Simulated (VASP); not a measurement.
# HCl (Fm-3m) in VASP: single point with LDA

Aim: the single point of HCl with LDA.

Program: VASP 6.6.1. These are calculated values, not measurements. Logs are shortened: lines on timing, memory, paths and dates and some standing lists are left out, and cuts for length are marked.

### 1 The cell of the first run

The structure is cubic, space group Fm-3m (No. 225). The conventional cell has a = 5.475 Å, b = 5.475 Å, c = 5.475 Å, α = 90.00°, β = 90.00°, γ = 90.00°. H (site symmetry m-3m) has 6 Cl at 2.74 Å within 3.6 Å. Within 3.6 Å of Cl (site symmetry m-3m) lie 6 H at 2.74 Å.

### 2 Single point, LDA

File INCAR:

```
SYSTEM = HCl
ALGO     = Normal         ! electronic algorithm
EDIFF    = 1E-6           ! SCF threshold, eV
ENCUT    = 520            ! plane-wave cutoff, eV
GGA      = CA             ! functional
ISIF     = 2              ! what is computed and relaxed
ISMEAR   = 0              ! smearing method
LASPH    = .True.         ! aspherical terms in the spheres
LCHARG   = .False.        ! write CHGCAR
LREAL    = .False.        ! projectors in reciprocal space
LWAVE    = .False.        ! write WAVECAR
NBANDS   = 11             ! bands
NELM     = 60             ! most SCF steps
PREC     = Accurate       ! precision mode
SIGMA    = 0.15           ! smearing width, eV
```

File KPOINTS:

```
k-points
0
Gamma
  16 16 16
  0 0 0
```

File POSCAR:

```
HCl
1.0
    0.0000000000      2.7375000000      2.7375000000
    2.7375000000      0.0000000000      2.7375000000
    2.7375000000      2.7375000000      0.0000000000
H Cl
1 1
Direct
    0.0000000000      0.0000000000      0.0000000000
    0.5000000000      0.5000000000      0.5000000000
```

Potentials or basis: VASP PAW LDA potentials, release 64 (H, Cl).

Launch:

```bash
$ cat potpaw_LDA.64/H/POTCAR potpaw_LDA.64/Cl/POTCAR > POTCAR
$ mpirun -np 1 vasp_std > vasp.out
```

OUTCAR:

```text
SYSTEM = HCl
   EDIFF = 1E-6
   ENCUT = 520
   GGA = CA
   ISIF = 2
   ISMEAR = 0
   LASPH = .True.
   LREAL = .False.
   NELM = 60
   PREC = Accurate

 ion  position               nearest neighbor table
   1  0.000  0.000  0.000-
   2  0.500  0.500  0.500-

  LATTYP: Found a face centered cubic cell.
 ALAT       =     5.4750000000

  Lattice vectors:

 A1 = (   0.0000000000,   2.7375000000,   2.7375000000)
 A2 = (   2.7375000000,   0.0000000000,   2.7375000000)
 A3 = (   2.7375000000,   2.7375000000,   0.0000000000)

Analysis of symmetry for initial positions (statically):
=====================================================================
 Subroutine PRICEL returns:
 Original cell was already a primitive cell.

 Routine SETGRP: Setting up the symmetry group for a
 face centered cubic supercell.

 Subroutine GETGRP returns: Found 48 space group operations
 (whereof 48 operations were pure point group operations)
 out of a pool of 48 trial point group operations.

The static configuration has the point symmetry O_h .

Analysis of symmetry for dynamics (positions and initial velocities):
=====================================================================
 Subroutine PRICEL returns:
 Original cell was already a primitive cell.

 Routine SETGRP: Setting up the symmetry group for a
 face centered cubic supercell.

 Subroutine GETGRP returns: Found 48 space group operations
 (whereof 48 operations were pure point group operations)
 out of a pool of 48 trial point group operations.

The dynamic configuration has the point symmetry O_h .

 Subroutine INISYM returns: Found 48 space group operations
 (whereof 48 operations are pure point group operations),
 and found     1 'primitive' translations

----------------------------------------------------------------------------------------

                                     Primitive cell

  volume of cell :      41.0291

  direct lattice vectors                    reciprocal lattice vectors
     0.000000000  2.737500000  2.737500000    -0.182648402  0.182648402  0.182648402
     2.737500000  0.000000000  2.737500000     0.182648402 -0.182648402  0.182648402
     2.737500000  2.737500000  0.000000000     0.182648402  0.182648402 -0.182648402

  length of vectors
     3.871409627  3.871409627  3.871409627     0.316356312  0.316356312  0.316356312

  position of ions in fractional coordinates (direct lattice)
     0.000000000  0.000000000  0.000000000
     0.500000000  0.500000000  0.500000000

  ion indices of the primitive-cell ions
   primitive index   ion index
                 1           1
                 2           2

----------------------------------------------------------------------------------------

 KPOINTS: k-points

Automatic generation of k-mesh.
 Grid dimensions read from file:
 generate k-points for:   16   16   16

 Generating k-lattice:

  Cartesian coordinates                     Fractional coordinates (reciprocal lattice)
    -0.011415525  0.011415525  0.011415525     0.062500000  0.000000000  0.000000000
     0.011415525 -0.011415525  0.011415525     0.000000000  0.062500000  0.000000000
     0.011415525  0.011415525 -0.011415525     0.000000000  0.000000000  0.062500000

  Length of vectors
     0.019772269  0.019772269  0.019772269

  Shift w.r.t. Gamma in fractional coordinates (k-lattice)
     0.000000000  0.000000000  0.000000000

 Subroutine IBZKPT returns following result:
 ===========================================

 Found    145 irreducible k-points:

 Following reciprocal coordinates:
            Coordinates               Weight
  0.000000  0.000000  0.000000      1.000000
  0.062500  0.000000  0.000000      8.000000
  0.125000  0.000000  0.000000      8.000000
  0.187500  0.000000  0.000000      8.000000
  0.250000  0.000000  0.000000      8.000000
  0.312500  0.000000  0.000000      8.000000
[... 16 lines left out ...]
 -0.125000  0.062500  0.000000     24.000000
 -0.062500  0.062500  0.000000     12.000000
 [... further k-points ...]
   k-points           NKPTS =    145   k-points in BZ     NKDIM =    145   number of bands    NBANDS=     11
   number of dos      NEDOS =    301   number of ions     NIONS =      2
   total plane-waves  NPLWV =  27000
   dimension x,y,z NGX =    30 NGY =   30 NGZ =   30
   dimension x,y,z NGXF=    60 NGYF=   60 NGZF=   60
   ions per type =               1   1
   NGX,Y,Z   is equivalent  to a cutoff of  12.88, 12.88, 12.88 a.u.
   NGXF,Y,Z  is equivalent  to a cutoff of  25.77, 25.77, 25.77 a.u.
 SYSTEM =  HCl
   PREC   = accura    normal or accurate (medium, high low for compatibility)
   ISTART =      0    job   : 0-new  1-cont  2-samecut
   ICHARG =      2    charge: 1-file 2-atom 10-const
   ISPIN  =      1    spin polarized calculation?
   LNONCOLLINEAR =      F non collinear calculations
   LSORBIT =      F    spin-orbit coupling
   LASPH  =      T    aspherical Exc in radial PAW
   ENCUT  =  520.0 eV  38.22 Ry    6.18 a.u.   7.20  7.20  7.20*2*pi/ulx,y,z
   NELM   =     60;   NELMIN=  2; NELMDL= -5     # of ELM steps
   EDIFF  = 0.1E-05   stopping-criterion for ELM
   LREAL  =      F    real-space projection
   EDIFFG = 0.1E-04   stopping-criterion for IOM
   NSW    =      0    number of steps for IOM
   IBRION =     -1    ionic relax: 0-MD 1-quasi-New 2-CG
   NFREE  =      0    steps in history (QN), initial steepest desc. (CG)
   ISIF   =      2    stress and relaxation
   ISYM   =      2    0-nonsym 1-usesym 2-fastsym
   POTIM  = 0.5000    time-step for ionic-motion
   TEBEG  =    0.0;   TEEND  =   0.0 temperature during run
   PSTRESS=    0.0 pullay stress
   NELECT =       8.0000    total number of electrons
   NUPDOWN=      -1.0000    fix difference up-down
   EMIN   =  10.00;   EMAX   =-10.00  energy-range for DOS
   EFERMI =   0.00;   METHOD = LEGACY
   ISMEAR =     0;   SIGMA  =   0.15  broadening in eV -4-tet -1-fermi 0-gaus
   EFERMI_NEDOS =   21; number of points for ismear=-14 and -15
   IALGO  =     38    algorithm
   IMIX   =      4    mixing-type and parameters
     AMIX     =   0.40;   BMIX     =  1.00
     AMIX_MAG =   1.60;   BMIX_MAG =  1.00
  volume/ion in A,a.u.               =      20.51       138.44
  Fermi-wavevector in a.u.,A,eV,Ry     =   0.949308  1.793933 12.261388  0.901187
  Thomas-Fermi vector in A             =   2.077579
   LORBIT       =      0    0 simple, 1 ext, 2 COOP (PROOUT), +10 PAW based schemes
   GGA     = CA    functional components
   LHFCALC =     F    Hartree Fock is set to
   AEXX    =    0.0000 exact exchange contribution
   IVDW    =     0    specifies the selected vdW correction
   LEPSILON=     F    determine dielectric tensor
   LRPA    =     F    only Hartree local field effects (RPA)
 non-spin polarized calculation
 Gauss-broadening in eV      SIGMA  =   0.15
  energy-cutoff  :      520.00
  volume of cell :       41.03
 maximum number of plane-waves:      1124
 NGX is ok and might be reduce to    30
   NGX = 15   NGY = 15   NGZ = 15

 number of electron       8.0000001 magnetization

 Free energy of the ion-electron system (eV)
  ---------------------------------------------------
  ext. energy  EPLUGINS =         0.00000000
  ---------------------------------------------------
  free energy    TOTEN  =        -3.49660917 eV

  energy without entropy =       -3.49398995  energy(sigma->0) =       -3.49529956

 E-fermi :  -2.2509     XC(G=0):  -8.0577

 val. band max:       -2.2634975078   @ k =   0.4375   0.4375   0.0000
 cond. band min:      -2.2048369529   @ k =   0.5000   0.4375   0.0000
 fundamental gap:      0.0586605549
 Fermi energy:        -2.2509098789

 k-point     1 :       0.0000    0.0000    0.0000
  band No.  band energies     occupation
      1     -15.3464      2.00000
      2      -2.4859      1.97329
      3      -2.4002      1.84065
      4      -2.4002      1.84065
      5      -2.4002      1.84065
      6       8.9371      0.00000
      7      10.0685      0.00000
      8      10.0685      0.00000
      9      10.0685      0.00000
     10      12.4904      0.00000
     11      12.4904      0.00000

 k-point     2 :       0.0625    0.0000    0.0000
  band No.  band energies     occupation
      1     -15.3326      2.00000
      2      -2.9739      2.00000
      3      -2.4077      1.86053
      4      -2.4077      1.86053
      5      -1.9299      0.00248
      6       8.8075      0.00000
      7       9.8729      0.00000
      8      10.1062      0.00000
      9      10.1062      0.00000
     10      12.1042      0.00000
     11      12.1042      0.00000

 k-point     3 :       0.1250    0.0000    0.0000
  band No.  band energies     occupation
      1     -15.2928      2.00000
      2      -3.4992      2.00000
      3      -2.4286      1.90606
      4      -2.4286      1.90606
      5      -1.4549      0.00000
      6       8.3200      0.00000
      7       9.6921      0.00000
      8      10.1442      0.00000
      9      10.1442      0.00000
     10      11.6225      0.00000
     11      11.6225      0.00000

 k-point     4 :       0.1875    0.0000    0.0000
  band No.  band energies     occupation
      1     -15.2320      2.00000
      2      -4.0010      2.00000
      3      -2.4593      1.95057
      4      -2.4593      1.95057
      5      -1.0292      0.00000
      6       7.5954      0.00000
      7       9.7736      0.00000
      8       9.9651      0.00000
      9       9.9651      0.00000
     10      11.5690      0.00000
     11      11.5690      0.00000

 k-point     5 :       0.2500    0.0000    0.0000
  band No.  band energies     occupation
      1     -15.1583      2.00000
      2      -4.4563      2.00000
      3      -2.4948      1.97851
      4      -2.4948      1.97851
      5      -0.6644      0.00000
      6       6.8692      0.00000
      7       9.5881      0.00000
      8       9.5881      0.00000
      9      10.0467      0.00000
     10      11.9664      0.00000
     11      11.9664      0.00000
[... 211 lines left out ...]
 k-point    21 :      -0.2500    0.0625    0.0000
  band No.  band energies     occupation
      1     -15.1239      2.00000
      2      -4.5922      2.00000
      3      -2.6046      1.99914
      4      -2.4783      1.96796
      5      -0.5493      0.00000
      6       6.6949      0.00000
      7       9.0986      0.00000
      8       9.4493      0.00000
      9      10.6305      0.00000
     10      11.6973      0.00000
     11      12.7491      0.00000

 k-point    22 :      -0.1875    0.0625    0.0000
  band No.  band energies     occupation
      1     -15.1984      2.00000
      2      -4.1828      2.00000
      3      -2.5604      1.99647
      4      -2.4425      1.92920
      5      -0.8611      0.00000
      6       7.3648      0.00000
      7       9.1563      0.00000
      8       9.8950      0.00000
      9      10.5701      0.00000
     10      11.1426      0.00000
     11      12.2720      0.00000

 k-point    23 :      -0.1250    0.0625    0.0000
  band No.  band energies     occupation
      1     -15.2634      2.00000
      2      -3.7350      2.00000
      3      -2.5095      1.98522
      4      -2.4162      1.88093
      5      -1.2279      0.00000
      6       8.0630      0.00000
      7       9.2525      0.00000
      8      10.2662      0.00000
      9      10.4633      0.00000
     10      10.9292      0.00000
     11      12.1678      0.00000

 k-point    24 :      -0.0625    0.0625    0.0000
  band No.  band energies     occupation
      1     -15.3101      2.00000
      2      -3.2941      2.00000
      3      -2.4553      1.94606
      4      -2.4038      1.85064
      5      -1.6207      0.00000
      6       8.5870      0.00000
      7       9.5533      0.00000
      8      10.2043      0.00000
      9      10.2376      0.00000
     10      11.4043      0.00000
     11      12.2673      0.00000

 [... further k-points ...]
[... 5 lines left out ...]
  --------------------------------------------------------------------------------------
  -------------------------------------------------------------------------------------
  Total       -2.9158807     -2.9158807     -2.9158807      0.0000000      0.0000000     -0.0000000
  in kB     -113.8643975   -113.8643975   -113.8643975      0.0000000      0.0000000     -0.0000000
  external PRESSURE =    -113.8643975 kB  Pullay stress =       0.0000000 kB

 VOLUME and BASIS-vectors are now :
 -----------------------------------------------------------------------------
  energy-cutoff  :      520.00
  volume of cell :       41.03
      direct lattice vectors                 reciprocal lattice vectors
     0.000000000  2.737500000  2.737500000    -0.182648402  0.182648402  0.182648402
     2.737500000  0.000000000  2.737500000     0.182648402 -0.182648402  0.182648402
     2.737500000  2.737500000  0.000000000     0.182648402  0.182648402 -0.182648402

 POSITION                                       TOTAL-FORCE (eV/Angst)
 -----------------------------------------------------------------------------------
      0.00000      0.00000      0.00000         0.000000      0.000000     -0.000000
      2.73750      2.73750      2.73750        -0.000000     -0.000000      0.000000
 -----------------------------------------------------------------------------------
    total drift:                                0.000000     -0.000000      0.000000

  FREE ENERGIE OF THE ION-ELECTRON SYSTEM (eV)
  ---------------------------------------------------
  free  energy   TOTEN  =        -3.4966091725 eV

  energy  without entropy=       -3.4939899516  energy(sigma->0) =       -3.49529956
```

It took 47 s on 1 thread of Intel Xeon Platinum 8259CL at 2.50GHz (Skylake/Cascade Lake), shared host; peak memory 0.18 GiB.

Results:

```
Free energy            : -3.4966 eV
Pressure               : -11.4 GPa
Band gap on the k mesh : zero (bands 4 and 5 overlap by 0.05 eV)
```

Caveat: the cell stands under tension; the atoms stand far beyond bonding distance, and open shells without spin polarisation read as a metal; semilocal functionals underestimate gaps, and a narrow one can read as zero.

The gap in the log of VASP goes by the Fermi energy; the results here count the filled bands.